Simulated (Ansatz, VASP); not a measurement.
One calculation of Sn, two programs

```
Sn
1.0
     6.09199    0.00000    0.00000
     0.00000    6.09199    0.00000
     0.00000    0.00000    6.09199
Sn
7
Direct
  0.50000 0.50000 0.00000
  0.00000 0.50000 0.50000
  0.50000 0.00000 0.50000
  0.50000 0.50000 0.50000
  0.50000 0.00000 0.00000
  0.00000 0.50000 0.00000
  0.00000 0.00000 0.50000
```

Alike in both runs: functional PBE; k mesh 6 × 6 × 6; occupations gaussian, width 0.1 eV; no spin polarisation.

Ansatz relaxed the structure, and its values are those at the end. VASP's run is a single point on that final structure, the one shown.

```csv
,VASP,Ansatz
version,VASP 6.6.1,Ansatz 0.2.0
potentials or method,"VASP PAW PBE potentials, release 64 (Sn_d), cutoff 520 eV","scalar-relativistic, plane waves, PAW"
valence electrons in the cell,98,98
```

Ansatz gave:

* gap on the k mesh at the Fermi level (eV): none
* pressure (GPa): 0.0

Question: What did VASP give for the same quantities?

Answer: gap on the k mesh at the Fermi level (eV): none; pressure (GPa): -0.1.

A gap of «none» marks a metal or a gap that the smearing closes.
